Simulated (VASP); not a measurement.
# Ti36H (a cell with a defect) in VASP: notebook

Ti36H (a cell with a defect) is run at these levels: PBE; tasks: single point.

All numbers are computed with VASP 6.6.1; they aren't measurements. Logs are shortened: lines on timing, memory, paths and dates and some standing lists are left out, and cuts for length are marked.

**1. The cell of the first run**

The cell holds a defect, 37 atoms: a = 8.818 Å, b = 8.818 Å, c = 9.297 Å, α = 90.00°, β = 90.00°, γ = 120.00°.

**2. Single point, PBE**

Input file INCAR:

```
ALGO = Normal
EDIFF = 1E-6
ENCUT = 520
GGA = PE
ISIF = 2
ISMEAR = 1
LASPH = T
LCHARG = T
LELF = T
LREAL = Auto
LVHAR = T
LWAVE = F
NBANDS = 240
NELM = 80
PREC = Accurate
SIGMA = 0.1
```

Input file KPOINTS:

```
k-points
0
Gamma
  1 1 1
```

Input file POSCAR:

```
Ti36H
1.0
    8.8180724721      0.0000000883      0.0000000000
   -4.4090363125      7.6366747291      0.0000000000
    0.0000000000      0.0000000000      9.2970418600
Ti H
36 1
Direct
    0.1116214525      0.2220267656      0.1262850398
    0.2205125890      0.1072430675      0.3731896696
    0.1076990951      0.2199486630      0.6277717178
    0.2227987764      0.1106601414      0.8747525168
    0.1114589565      0.5550640513      0.1251954698
    0.2204391646      0.4466253962      0.3732473023
    0.1111193567      0.5555934221      0.6262335933
    0.2226746856      0.4432576088      0.8747473931
    0.1114750045      0.8887890140      0.1251190271
    0.2220365374      0.7777078292      0.3726265448
    0.1112345283      0.8878852088      0.6261840691
    0.2228394205      0.7769667887      0.8739176846
    0.4444368773      0.2220716231      0.1261359834
    0.5562837785      0.1107963587      0.3746259571
    0.4470269327      0.2197868966      0.6276783476
    0.5556670098      0.1102502046      0.8756778557
    0.4443910560      0.5546478212      0.1261890541
    0.5598857456      0.4465746899      0.3731976265
    0.4469468520      0.5592644405      0.6277021548
    0.5554917124      0.4432603750      0.8746661020
    0.4442819005      0.8882702747      0.1270218805
    0.5562716911      0.7786467260      0.3747306526
    0.4454731200      0.8887925014      0.6283332993
    0.5556829683      0.7765160043      0.8757698720
    0.7781551631      0.2220594116      0.1269285682
    0.8883462601      0.1108080844      0.3747980998
    0.7780398095      0.2214812275      0.6283133571
    0.8895313924      0.1102851850      0.8757107607
    0.7775993588      0.5549527910      0.1251792522
    0.8893797853      0.4449614325      0.3725296225
    0.7791977730      0.5556899002      0.6261366163
    0.8890327061      0.4431909878      0.8739388320
    0.7781002940      0.8884149601      0.1269755450
    0.8894705924      0.7777619883      0.3725051486
    0.7780143312      0.8886270163      0.6283372127
    0.8889893783      0.7768777263      0.8738927342
    0.3336958075      0.3331978002      0.5004612074
```

Potentials or basis: VASP PAW PBE potentials, release 64 (Ti_sv, H).

Started as:

```console
$ cat potpaw_PBE.64/Ti_sv/POTCAR potpaw_PBE.64/H/POTCAR > POTCAR
$ mpirun -np 1 vasp_gam > vasp.out
```

OUTCAR:

```text
EDIFF = 1E-6
   ENCUT = 520
   GGA = PE
   ISIF = 2
   ISMEAR = 1
   LASPH = T
   LREAL = Auto
   NELM = 80
   PREC = Accurate

 ion  position               nearest neighbor table
   1  0.112  0.222  0.126-   2 2.86   6 2.87  26 2.87  28 2.88   8 2.88   4 2.89
   2  0.221  0.107  0.373-   9 2.85   1 2.86  13 2.86  11 2.89  34 2.91  10 2.91
   3  0.108  0.220  0.628-  28 2.84   8 2.86   4 2.87  26 2.89  27 2.91  35 2.91
   4  0.223  0.111  0.875-  15 2.87   3 2.87  11 2.87   9 2.88  13 2.89   1 2.89
   5  0.111  0.555  0.125-   6 2.84  30 2.86  10 2.86   8 2.88  12 2.89  32 2.89
   6  0.220  0.447  0.373-   5 2.84  17 2.86   1 2.87   7 2.88  30 2.91  10 2.91
   7  0.111  0.556  0.626-  12 2.86  32 2.86   8 2.87   6 2.88  30 2.90  10 2.90
   8  0.223  0.443  0.875-   3 2.86  19 2.87   7 2.87   5 2.88   1 2.88  17 2.89
   9  0.111  0.889  0.125-   2 2.85  10 2.86  34 2.86   4 2.88  36 2.89  12 2.89
  10  0.222  0.778  0.373-  21 2.85   9 2.86   5 2.86  11 2.90   7 2.90   6 2.91   2 2.91
  11  0.111  0.888  0.626-  36 2.86  12 2.86   4 2.87   2 2.89  10 2.90  34 2.90
  12  0.223  0.777  0.874-  23 2.85   7 2.86  11 2.86   5 2.89   9 2.89  21 2.90
  13  0.444  0.222  0.126-   2 2.86  18 2.87  14 2.87  20 2.88  16 2.89   4 2.89
  14  0.556  0.111  0.375-  25 2.86  21 2.86  13 2.87  15 2.88  27 2.90  23 2.90
  15  0.447  0.220  0.628-  16 2.84  20 2.86   4 2.87  14 2.88  27 2.91  23 2.91
  16  0.556  0.110  0.876-  15 2.84  23 2.85  27 2.86  13 2.89  21 2.89  25 2.89
  17  0.444  0.555  0.126-  18 2.86   6 2.86  22 2.87  24 2.88   8 2.89  20 2.89
  18  0.560  0.447  0.373-  29 2.84  17 2.86  13 2.87  31 2.89  30 2.91  34 2.91
  19  0.447  0.559  0.628-  24 2.84   8 2.87  20 2.87  22 2.89  35 2.91  23 2.91
  20  0.555  0.443  0.875-  15 2.86  19 2.87  31 2.87  29 2.88  13 2.88  17 2.89
  21  0.444  0.888  0.127-  10 2.85  22 2.86  14 2.86  16 2.89  24 2.89  12 2.90
  22  0.556  0.779  0.375-  21 2.86  33 2.86  17 2.87  19 2.89  23 2.90  35 2.90
  23  0.445  0.889  0.628-  12 2.85  16 2.85  24 2.86  22 2.90  14 2.90  15 2.91  19 2.91
  24  0.556  0.777  0.876-  19 2.84  35 2.86  23 2.86  17 2.88  33 2.89  21 2.89
  25  0.778  0.222  0.127-  30 2.85  26 2.86  14 2.86  16 2.89  28 2.89  32 2.90
  26  0.888  0.111  0.375-  25 2.86  33 2.86   1 2.87   3 2.89  27 2.90  35 2.90
  27  0.778  0.221  0.628-  32 2.84  16 2.86  28 2.86  26 2.90  14 2.90  15 2.91   3 2.91
  28  0.890  0.110  0.876-   3 2.84  35 2.86  27 2.86   1 2.88  33 2.89  25 2.89
  29  0.778  0.555  0.125-  18 2.84  30 2.86  34 2.86  20 2.88  36 2.89  32 2.89
  30  0.889  0.445  0.373-  25 2.85  29 2.86   5 2.86  31 2.90   7 2.90   6 2.91  18 2.91
  31  0.779  0.556  0.626-  36 2.86  32 2.86  20 2.87  18 2.89  30 2.90  34 2.90
  32  0.889  0.443  0.874-  27 2.84   7 2.86  31 2.86   5 2.89  29 2.89  25 2.90
  33  0.778  0.888  0.127-  34 2.84  22 2.86  26 2.86  28 2.89  24 2.89  36 2.90
  34  0.889  0.778  0.373-  33 2.84   9 2.86  29 2.86  11 2.90  31 2.90   2 2.91  18 2.91
  35  0.778  0.889  0.628-  36 2.85  28 2.86  24 2.86  22 2.90  26 2.90  19 2.91   3 2.91
  36  0.889  0.777  0.874-  35 2.85  31 2.86  11 2.86  29 2.89   9 2.89  33 2.90
  37  0.334  0.333  0.500-

  LATTYP: Found a hexagonal cell.
 ALAT       =     8.8180724721
 C/A-ratio  =     1.0543167897

  Lattice vectors:

 A1 = (   8.8180724721,   0.0000000883,   0.0000000000)
 A2 = (  -4.4090363125,   7.6366747291,   0.0000000000)
 A3 = (   0.0000000000,   0.0000000000,   9.2970418600)

Analysis of symmetry for initial positions (statically):
=====================================================================
 Subroutine PRICEL returns:
 Original cell was already a primitive cell.

 Routine SETGRP: Setting up the symmetry group for a
 hexagonal supercell.

 Subroutine GETGRP returns: Found  1 space group operations
 (whereof  1 operations were pure point group operations)
 out of a pool of 24 trial point group operations.

The static configuration has the point symmetry C_1 .

Analysis of symmetry for dynamics (positions and initial velocities):
=====================================================================
 Subroutine PRICEL returns:
 Original cell was already a primitive cell.

 Routine SETGRP: Setting up the symmetry group for a
 hexagonal supercell.

 Subroutine GETGRP returns: Found  1 space group operations
 (whereof  1 operations were pure point group operations)
 out of a pool of 24 trial point group operations.

The dynamic configuration has the point symmetry C_1 .

 Subroutine INISYM returns: Found  1 space group operations
 (whereof  1 operations are pure point group operations),
 and found     1 'primitive' translations

----------------------------------------------------------------------------------------

                                     Primitive cell

  volume of cell :     626.0698

  direct lattice vectors                    reciprocal lattice vectors
     8.818072472  0.000000088  0.000000000     0.113403467  0.065473524  0.000000000
    -4.409036312  7.636674729  0.000000000    -0.000000001  0.130947046  0.000000000
     0.000000000  0.000000000  9.297041860     0.000000000  0.000000000  0.107561095

  length of vectors
     8.818072472  8.818072472  9.297041860     0.130947046  0.130947046  0.107561095

  position of ions in fractional coordinates (direct lattice)
     0.111621453  0.222026766  0.126285040
     0.220512589  0.107243068  0.373189670
     0.107699095  0.219948663  0.627771718
     0.222798776  0.110660141  0.874752517
     0.111458957  0.555064051  0.125195470
     0.220439165  0.446625396  0.373247302
[... 29 lines left out ...]
     0.888989378  0.776877726  0.873892734
     0.333695807  0.333197800  0.500461207

  ion indices of the primitive-cell ions
   primitive index   ion index
                 1           1
                 2           2
                 3           3
                 4           4
                 5           5
                 6           6
[... 29 lines left out ...]
                36          36
                37          37

----------------------------------------------------------------------------------------

 KPOINTS: k-points

Automatic generation of k-mesh.
 Grid dimensions read from file:
 generate k-points for:    1    1    1

 Generating k-lattice:

  Cartesian coordinates                     Fractional coordinates (reciprocal lattice)
     0.113403467  0.065473524  0.000000000     1.000000000  0.000000000  0.000000000
    -0.000000001  0.130947046  0.000000000    -0.000000000  1.000000000  0.000000000
     0.000000000  0.000000000  0.107561095     0.000000000  0.000000000  1.000000000

  Length of vectors
     0.130947046  0.130947046  0.107561095

  Shift w.r.t. Gamma in fractional coordinates (k-lattice)
     0.000000000  0.000000000  0.000000000

 Subroutine IBZKPT returns following result:
 ===========================================

 Found      1 irreducible k-points:

 Following reciprocal coordinates:
            Coordinates               Weight
  0.000000  0.000000  0.000000      1.000000
   k-points           NKPTS =      1   k-points in BZ     NKDIM =      1   number of bands    NBANDS=    240
   number of dos      NEDOS =    301   number of ions     NIONS =     37
   total plane-waves  NPLWV = 343000
   dimension x,y,z NGX =    70 NGY =   70 NGZ =   70
   dimension x,y,z NGXF=   140 NGYF=  140 NGZF=  140
   ions per type =              36   1
   NGX,Y,Z   is equivalent  to a cutoff of  13.20, 13.20, 12.52 a.u.
   NGXF,Y,Z  is equivalent  to a cutoff of  26.39, 26.39, 25.03 a.u.
 SYSTEM =  unknown system
   PREC   = accura    normal or accurate (medium, high low for compatibility)
   ISTART =      0    job   : 0-new  1-cont  2-samecut
   ICHARG =      2    charge: 1-file 2-atom 10-const
   ISPIN  =      1    spin polarized calculation?
   LNONCOLLINEAR =      F non collinear calculations
   LSORBIT =      F    spin-orbit coupling
   LASPH  =      T    aspherical Exc in radial PAW
   ENCUT  =  520.0 eV  38.22 Ry    6.18 a.u.  16.40 16.40 17.29*2*pi/ulx,y,z
   NELM   =     80;   NELMIN=  2; NELMDL= -5     # of ELM steps
   EDIFF  = 0.1E-05   stopping-criterion for ELM
   LREAL  =      T    real-space projection
   EDIFFG = 0.1E-04   stopping-criterion for IOM
   NSW    =      0    number of steps for IOM
   IBRION =     -1    ionic relax: 0-MD 1-quasi-New 2-CG
   NFREE  =      0    steps in history (QN), initial steepest desc. (CG)
   ISIF   =      2    stress and relaxation
   ISYM   =      2    0-nonsym 1-usesym 2-fastsym
   POTIM  = 0.5000    time-step for ionic-motion
   TEBEG  =    0.0;   TEEND  =   0.0 temperature during run
   PSTRESS=    0.0 pullay stress
   NELECT =     433.0000    total number of electrons
   NUPDOWN=      -1.0000    fix difference up-down
   EMIN   =  10.00;   EMAX   =-10.00  energy-range for DOS
   EFERMI =   0.00;   METHOD = LEGACY
   ISMEAR =     1;   SIGMA  =   0.10  broadening in eV -4-tet -1-fermi 0-gaus
   EFERMI_NEDOS =   21; number of points for ismear=-14 and -15
   IALGO  =     38    algorithm
   IMIX   =      4    mixing-type and parameters
     AMIX     =   0.40;   BMIX     =  1.00
     AMIX_MAG =   1.60;   BMIX_MAG =  1.00
  volume/ion in A,a.u.               =      16.92       114.19
  Fermi-wavevector in a.u.,A,eV,Ry     =   1.447760  2.735870 28.517931  2.096009
  Thomas-Fermi vector in A             =   2.565678
   LORBIT       =      0    0 simple, 1 ext, 2 COOP (PROOUT), +10 PAW based schemes
   GGA     = PE    functional components
   LHFCALC =     F    Hartree Fock is set to
   AEXX    =    0.0000 exact exchange contribution
   IVDW    =     0    specifies the selected vdW correction
   LEPSILON=     F    determine dielectric tensor
   LRPA    =     F    only Hartree local field effects (RPA)
 non-spin polarized calculation
 Methfessel and Paxton  Order N= 1 SIGMA  =   0.10
  energy-cutoff  :      520.00
  volume of cell :      626.07
 maximum number of plane-waves:      8424
 NGX is ok and might be reduce to    70
   NGX = 33   NGY = 33   NGZ = 35

 number of electron     433.0000029 magnetization

 Free energy of the ion-electron system (eV)
  ---------------------------------------------------
  ext. energy  EPLUGINS =         0.00000000
  ---------------------------------------------------
  free energy    TOTEN  =      -287.25861221 eV

  energy without entropy =     -287.26161726  energy(sigma->0) =     -287.25961389

 E-fermi :   8.3396     XC(G=0): -11.5074

 val. band max:        8.1522816510   @ k =   0.0000   0.0000   0.0000
 cond. band min:       8.3411033498   @ k =   0.0000   0.0000   0.0000
 fundamental gap:      0.1888216988
 Fermi energy:         8.3396466523

 k-point     1 :       0.0000    0.0000    0.0000
  band No.  band energies     occupation
      1     -48.5021      2.00000
      2     -48.4437      2.00000
      3     -48.4382      2.00000
      4     -48.4378      2.00000
      5     -48.4342      2.00000
      6     -48.4147      2.00000
[... 220 lines left out ...]
    227       8.9091     -0.00000
    228       8.9099     -0.00000
 [bands above 228 left out]

------------------------ aborting loop because EDIFF is reached ----------------------------------------

  FORCE on cell =-STRESS in cart. coord.  units (eV):
  Direction    XX          YY          ZZ          XY          YZ          ZX
  --------------------------------------------------------------------------------------
  -------------------------------------------------------------------------------------
  Total       -1.9334984     -1.9419255     -7.2261738     -0.0345790      0.0268941     -0.0226976
  in kB       -4.9480223     -4.9695881    -18.4925260     -0.0884912      0.0688249     -0.0580854
  external PRESSURE =      -9.4700455 kB  Pullay stress =       0.0000000 kB

 VOLUME and BASIS-vectors are now :
 -----------------------------------------------------------------------------
  energy-cutoff  :      520.00
  volume of cell :      626.07
      direct lattice vectors                 reciprocal lattice vectors
     8.818072472  0.000000088  0.000000000     0.113403467  0.065473524  0.000000000
    -4.409036312  7.636674729  0.000000000    -0.000000001  0.130947046  0.000000000
     0.000000000  0.000000000  9.297041860     0.000000000  0.000000000  0.107561095

 POSITION                                       TOTAL-FORCE (eV/Angst)
 -----------------------------------------------------------------------------------
      0.00536      1.69555      1.17408        -0.004700     -0.000551     -0.000599
      1.47166      0.81898      3.46956         0.001692     -0.004870     -0.010818
     -0.02006      1.67968      5.83642        -0.010203     -0.006224      0.008364
      1.47675      0.84508      8.13261         0.007032      0.004719     -0.005141
     -1.46444      4.23884      1.16395        -0.007660     -0.000774     -0.004795
     -0.02534      3.41073      3.47010         0.002417     -0.005917     -0.004382
[... 29 lines left out ...]
      4.41389      5.93276      8.12462         0.001296      0.000728      0.003473
      1.47347      2.54452      4.65281         0.000190      0.001097      0.000490
 -----------------------------------------------------------------------------------
    total drift:                                0.023291     -0.002703     -0.011223

  FREE ENERGIE OF THE ION-ELECTRON SYSTEM (eV)
  ---------------------------------------------------
  free  energy   TOTEN  =      -287.2586122087 eV

  energy  without entropy=     -287.2616172556  energy(sigma->0) =     -287.25961389
```

Run time: 8 min. Hardware: 1 thread of Intel Xeon Platinum 8259CL at 2.50GHz (Skylake/Cascade Lake), shared host; peak memory 0.72 GiB.

What came out:

```yaml
Free_energy: -287.2586 eV
Pressure: -0.9 GPa
Largest_force: 0.017 eV/Å
Band_gap_on_the_k_mesh: zero (an odd number of electrons rules out a gap without spin polarisation)
```

Forces in eV/Å, atoms in the order of the input:
```
Ti  -0.005 -0.001 -0.001
Ti   0.002 -0.005 -0.011
Ti  -0.010 -0.006  0.008
Ti   0.007  0.005 -0.005
Ti  -0.008 -0.001 -0.005
Ti   0.002 -0.006 -0.004
Ti  -0.001  0.005 -0.003
Ti   0.008 -0.002  0.003
Ti   0.006 -0.004 -0.003
Ti  -0.004  0.001 -0.011
Ti   0.002 -0.010  0.005
Ti  -0.008 -0.001 -0.002
Ti   0.007 -0.002  0.003
Ti  -0.003 -0.006  0.000
Ti   0.000 -0.008  0.000
Ti   0.002  0.009  0.006
Ti   0.001  0.004  0.001
Ti  -0.002  0.001 -0.001
Ti  -0.001 -0.002  0.015
Ti   0.001  0.003  0.005
Ti   0.001  0.009 -0.015
Ti  -0.003  0.006  0.003
Ti   0.003  0.002 -0.002
Ti   0.008 -0.002 -0.007
Ti   0.000 -0.002  0.004
Ti  -0.005  0.010  0.001
Ti   0.004 -0.005  0.008
Ti  -0.012  0.012  0.004
Ti   0.001  0.007 -0.002
Ti   0.001 -0.001 -0.005
Ti   0.004  0.000 -0.002
Ti   0.000  0.003  0.006
Ti  -0.003 -0.004 -0.009
Ti   0.002 -0.014  0.006
Ti  -0.001  0.005  0.006
Ti   0.001  0.001  0.003
H    0.000  0.001  0.000
```

Caveat: the k points lie up to 0.82 Å⁻¹ apart, too coarse for converged energies and pressures of a metal.

[end of part 1 of 2]

The gap in the log of VASP goes by the Fermi energy; the results here count the filled bands.